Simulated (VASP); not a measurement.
# Ti (P6_3/mmc) in VASP: a series of runs

Ti is run at these levels: r2SCAN; tasks: single point.

Everything below comes from runs of VASP 6.6.1. Logs are shortened: lines on timing, memory, paths and dates and some standing lists are left out, and cuts for length are marked.

## (1) The cell of the first run

It takes space group P6_3/mmc (No. 194, hexagonal). Conventional cell: a = 3.033 Å, b = 3.033 Å, c = 4.433 Å, α = 90.00°, β = 90.00°, γ = 120.00°. Within 3.7 Å of Ti (site symmetry -6m2) lie 12 Ti at 2.82 to 3.03 Å.

## (2) Single point, r2SCAN

POSCAR

```
Ti
1.0
    3.0331397821      0.0000000000      0.0000000000
   -1.5165698910      2.6267761045      0.0000000000
    0.0000000000      0.0000000000      4.4326234106
Ti
2
Direct
    0.3333333333      0.6666666667      0.2500000000
    0.6666666667      0.3333333333      0.7500000000
```

INCAR.step1

```
SYSTEM = Ti
PREC = Accurate
ENCUT = 520
ISMEAR = -1
SIGMA = 0.02
LREAL = .False.
LASPH = .True.
NELM = 100
NBANDS = 19
GGA = PE
ALGO = Normal
EDIFF = 1E-4
LWAVE = .True.
LCHARG = .False.
```

INCAR.step2

```
SYSTEM = Ti
PREC = Accurate
ENCUT = 520
EDIFF = 1E-6
ISMEAR = -1
SIGMA = 0.02
LREAL = .False.
LASPH = .True.
NELM = 100
ALGO = Normal
ISIF = 2
LWAVE = .False.
LCHARG = .False.
METAGGA = R2SCAN
LMIXTAU = .True.
NBANDS = 19
ISTART = 1
```

KPOINTS

```
regular mesh
0
Gamma
  24 24 12
  0 0 0
```

Potentials or basis: VASP PAW PBE potentials, release 64 (Ti_sv).

On the command line:

```bash
cat potpaw_PBE.64/Ti_sv/POTCAR > POTCAR
cp INCAR.step1 INCAR
mpirun -np 1 vasp_std > vasp.out
cp INCAR.step2 INCAR
mpirun -np 1 vasp_std > vasp.out
```

OUTCAR:

```text
SYSTEM = Ti
   PREC = Accurate
   ENCUT = 520
   EDIFF = 1E-6
   ISMEAR = -1
   LREAL = .False.
   LASPH = .True.
   NELM = 100
   ISIF = 2
   METAGGA = R2SCAN
   ISTART = 1

 ion  position               nearest neighbor table
   1  0.333  0.667  0.250-   2 2.82   2 2.82   2 2.82   2 2.82   2 2.82   2 2.82
   2  0.667  0.333  0.750-   1 2.82   1 2.82   1 2.82   1 2.82   1 2.82   1 2.82

  LATTYP: Found a hexagonal cell.
 ALAT       =     3.0331397821
 C/A-ratio  =     1.4613976701

  Lattice vectors:

 A1 = (   3.0331397821,   0.0000000000,   0.0000000000)
 A2 = (  -1.5165698910,   2.6267761045,   0.0000000000)
 A3 = (   0.0000000000,   0.0000000000,   4.4326234106)

Analysis of symmetry for initial positions (statically):
=====================================================================
 Subroutine PRICEL returns:
 Original cell was already a primitive cell.

 Routine SETGRP: Setting up the symmetry group for a
 hexagonal supercell.

 Subroutine GETGRP returns: Found 24 space group operations
 (whereof 12 operations were pure point group operations)
 out of a pool of 24 trial point group operations.

The static configuration has the point symmetry D_3d.
 The point group associated with its full space group is D_6h.

Analysis of symmetry for dynamics (positions and initial velocities):
=====================================================================
 Subroutine PRICEL returns:
 Original cell was already a primitive cell.

 Routine SETGRP: Setting up the symmetry group for a
 hexagonal supercell.

 Subroutine GETGRP returns: Found 24 space group operations
 (whereof 12 operations were pure point group operations)
 out of a pool of 24 trial point group operations.

The dynamic configuration has the point symmetry D_3d.
 The point group associated with its full space group is D_6h.

 Subroutine INISYM returns: Found 24 space group operations
 (whereof 12 operations are pure point group operations),
 and found     1 'primitive' translations

----------------------------------------------------------------------------------------

                                     Primitive cell

  volume of cell :      35.3164

  direct lattice vectors                    reciprocal lattice vectors
     3.033139782  0.000000000  0.000000000     0.329691367  0.190347399  0.000000000
    -1.516569891  2.626776105  0.000000000     0.000000000  0.380694799  0.000000000
[... 83 lines left out ...]
   ENCUT  =  520.0 eV  38.22 Ry    6.18 a.u.   5.64  5.64  8.24*2*pi/ulx,y,z
   NELM   =    100;   NELMIN=  2; NELMDL=  0     # of ELM steps
   EDIFF  = 0.1E-05   stopping-criterion for ELM
   LREAL  =      F    real-space projection
   EDIFFG = 0.1E-04   stopping-criterion for IOM
   NSW    =      0    number of steps for IOM
   IBRION =     -1    ionic relax: 0-MD 1-quasi-New 2-CG
   NFREE  =      0    steps in history (QN), initial steepest desc. (CG)
   ISIF   =      2    stress and relaxation
   ISYM   =      2    0-nonsym 1-usesym 2-fastsym
   POTIM  = 0.5000    time-step for ionic-motion
   TEBEG  =    0.0;   TEEND  =   0.0 temperature during run
   PSTRESS=    0.0 pullay stress
   NELECT =      24.0000    total number of electrons
   NUPDOWN=      -1.0000    fix difference up-down
   EMIN   =  10.00;   EMAX   =-10.00  energy-range for DOS
   EFERMI =   0.00;   METHOD = LEGACY
   ISMEAR =    -1;   SIGMA  =   0.02  broadening in eV -4-tet -1-fermi 0-gaus
   EFERMI_NEDOS =   21; number of points for ismear=-14 and -15
   IALGO  =     38    algorithm
   IMIX   =      4    mixing-type and parameters
     AMIX     =   0.40;   BMIX     =  1.00
     AMIX_MAG =   1.60;   BMIX_MAG =  1.00
  volume/ion in A,a.u.               =      17.66       119.16
  Fermi-wavevector in a.u.,A,eV,Ry     =   1.439306  2.719894 28.185854  2.071602
  Thomas-Fermi vector in A             =   2.558176
   LORBIT       =      0    0 simple, 1 ext, 2 COOP (PROOUT), +10 PAW based schemes
   METAGGA = R2SCAN    functional components
   LHFCALC =     F    Hartree Fock is set to
   AEXX    =    0.0000 exact exchange contribution
   IVDW    =     0    specifies the selected vdW correction
   LEPSILON=     F    determine dielectric tensor
   LRPA    =     F    only Hartree local field effects (RPA)
 non-spin polarized calculation
  energy-cutoff  :      520.00
  volume of cell :       35.32
 maximum number of plane-waves:      1000
 NGX is ok and might be reduce to    24

 number of electron      23.9999998 magnetization

 Free energy of the ion-electron system (eV)
  ---------------------------------------------------
  ext. energy  EPLUGINS =         0.00000000
  ---------------------------------------------------
  free energy    TOTEN  =       -25.84777670 eV

  energy without entropy =      -25.84544393  energy(sigma->0) =      -25.84661031

 E-fermi :   8.2640     XC(G=0): -12.3063

 val. band max:        8.2610555143   @ k =   0.1250   0.0417   0.3333
 cond. band min:       8.2652982907   @ k =   0.3750   0.2500   0.3333
 fundamental gap:      0.0042427764
 Fermi energy:         8.2640387831

 k-point     1 :       0.0000    0.0000    0.0000
  band No.  band energies     occupation
      1     -51.0734      2.00000
      2     -50.8972      2.00000
      3     -26.6773      2.00000
      4     -26.0294      2.00000
      5     -26.0294      2.00000
      6     -25.8848      2.00000
[... 505 lines left out ...]
      6     -26.1610      2.00000
[... 11 lines left out ...]
     18      12.1105      0.00000
     19      12.4907      0.00000

 [... further k-points ...]

------------------------ aborting loop because EDIFF is reached ----------------------------------------

  FORCE on cell =-STRESS in cart. coord.  units (eV):
  Direction    XX          YY          ZZ          XY          YZ          ZX
  --------------------------------------------------------------------------------------
  -------------------------------------------------------------------------------------
  Total       -1.0538108     -1.0538108      0.8597713     -0.0000000      0.0000000      0.0000000
  in kB      -47.8075986    -47.8075986     39.0047223     -0.0000000      0.0000000      0.0000000
  external PRESSURE =     -18.8701583 kB  Pullay stress =       0.0000000 kB

 VOLUME and BASIS-vectors are now :
 -----------------------------------------------------------------------------
  energy-cutoff  :      520.00
  volume of cell :       35.32
      direct lattice vectors                 reciprocal lattice vectors
     3.033139782  0.000000000  0.000000000     0.329691367  0.190347399  0.000000000
    -1.516569891  2.626776105  0.000000000     0.000000000  0.380694799  0.000000000
     0.000000000  0.000000000  4.432623411     0.000000000  0.000000000  0.225600036

 POSITION                                       TOTAL-FORCE (eV/Angst)
 -----------------------------------------------------------------------------------
     -0.00000      1.75118      1.10816        -0.000000      0.000000      0.000000
      1.51657      0.87559      3.32447         0.000000     -0.000000      0.000000
 -----------------------------------------------------------------------------------
    total drift:                               -0.000000      0.000000     -0.000000

  FREE ENERGIE OF THE ION-ELECTRON SYSTEM (eV)
  ---------------------------------------------------
  free  energy   TOTEN  =       -25.8477766960 eV

  energy  without entropy=      -25.8454439268  energy(sigma->0) =      -25.84661031
```

OUTCAR.step1:

```text
SYSTEM = Ti
   PREC = Accurate
   ENCUT = 520
   ISMEAR = -1
   LREAL = .False.
   LASPH = .True.
[... 752 lines left out ...]
     -0.00000      1.75118      1.10816        -0.000000      0.000000      0.000000
      1.51657      0.87559      3.32447         0.000000      0.000000      0.000000
 -----------------------------------------------------------------------------------
    total drift:                               -0.000000      0.000000     -0.000000

  FREE ENERGIE OF THE ION-ELECTRON SYSTEM (eV)
  ---------------------------------------------------
  free  energy   TOTEN  =       -15.6214683681 eV

  energy  without entropy=      -15.6192290154  energy(sigma->0) =      -15.62034869
```

Run time: 5.1 min. Hardware: 1 thread of Intel Xeon 6975P-C (Granite Rapids), shared host; peak memory 0.34 GiB.

Results:

```yaml
Free_energy: -25.8478 eV
Pressure: -1.9 GPa
Band_gap_on_the_k_mesh: zero (bands 12 and 13 overlap by 1.23 eV)
```

Stress tensor (GPa, compression positive):
```
-4.78  0.00  0.00
 0.00 -4.78  0.00
 0.00  0.00  3.90
```

Caveat: the stress differs along the axes, from -5 to 4 GPa; the PAW data sets were made with another functional, which shifts forces and pressure a little.

## (3) Single point, r2SCAN

This run uses another cell than the first one, of the same volume but with other edges.

POSCAR

```
Ti
1.0
    2.8577493804      0.0000000000      0.0000000000
   -1.4288746902      2.4748835611      0.0000000000
    0.0000000000      0.0000000000      4.9934120815
Ti
2
Direct
    0.3333333333      0.6666666667      0.2500000000
    0.6666666667      0.3333333333      0.7500000000
```

INCAR.step1

```
PREC     = Accurate       # precision mode
ENCUT    = 520            # plane-wave cutoff, eV
ISMEAR   = -1             # smearing method
SIGMA    = 0.02           # smearing width, eV
LREAL    = F              # projectors in reciprocal space
LASPH    = T              # aspherical terms in the spheres
NELM     = 60             # most SCF steps
NBANDS   = 19             # bands
GGA      = PE             # functional
ALGO     = Normal         # electronic algorithm
EDIFF    = 1E-4           # SCF threshold, eV
LWAVE    = T              # write WAVECAR
LCHARG   = F              # write CHGCAR
```

INCAR.step2

```
PREC     = Accurate       # precision mode
ENCUT    = 520            # plane-wave cutoff, eV
EDIFF    = 1E-6           # SCF threshold, eV
ISMEAR   = -1             # smearing method
SIGMA    = 0.02           # smearing width, eV
LREAL    = F              # projectors in reciprocal space
LASPH    = T              # aspherical terms in the spheres
NELM     = 60             # most SCF steps
ALGO     = Normal         # electronic algorithm
ISIF     = 2              # what is computed and relaxed
LWAVE    = F              # write WAVECAR
LCHARG   = F              # write CHGCAR
METAGGA  = R2SCAN         # meta-GGA
LMIXTAU  = T            
NBANDS   = 19             # bands
ISTART   = 1
```

KPOINTS

```
Automatic mesh
0
Gamma
  24 24 12
```

Potentials or basis: VASP PAW PBE potentials, release 64 (Ti_sv).

On the command line:

```bash
cat potpaw_PBE.64/Ti_sv/POTCAR > POTCAR
cp INCAR.step1 INCAR
mpirun -np 1 vasp_std > vasp.out
cp INCAR.step2 INCAR
mpirun -np 1 vasp_std > vasp.out
```

Run time: 5.1 min. Hardware: 1 thread of Intel Xeon 6975P-C (Granite Rapids), shared host; peak memory 0.34 GiB.

Results (log left out):

| Item | Value |
| --- | --- |
| Free energy | -25.8064 eV |
| Pressure | -1.9 GPa |
| Band gap on the k mesh | zero (bands 12 and 13 overlap by 0.76 eV) |

Stress tensor (GPa, compression positive):
```
  2.40   0.00   0.00
  0.00   2.40   0.00
  0.00   0.00 -10.48
```

Levels at points of the mesh, in eV from the Fermi level:
| k point | band 8 | band 9 | band 10 | band 11 | band 12 | band 13 | band 14 | band 15 | band 16 | band 17 |
| --- | --- | --- | --- | --- | --- | --- | --- | --- | --- | --- |
| (0.00, 0.00, 0.00) | -34.00 | -6.58 | -2.93 | -0.37 | 0.33 | 0.97 | 0.97 | 1.33 | 1.33 | 2.29 |
| (0.50, 0.00, 0.00) | -34.12 | -2.41 | -2.21 | -2.00 | -0.45 | 0.32 | 0.88 | 1.12 | 3.57 | 3.82 |
| (0.00, 0.00, 0.50) | -34.03 | -4.89 | -4.89 | -0.35 | -0.35 | 0.99 | 0.99 | 0.99 | 0.99 | 3.03 |
| (0.50, 0.00, 0.50) | -34.17 | -2.63 | -2.63 | -1.05 | -1.05 | 1.32 | 1.32 | 2.16 | 2.16 | 3.82 |

Caveat: the stress differs along the axes, from -10 to 2 GPa; the PAW data sets were made with another functional, which shifts forces and pressure a little.
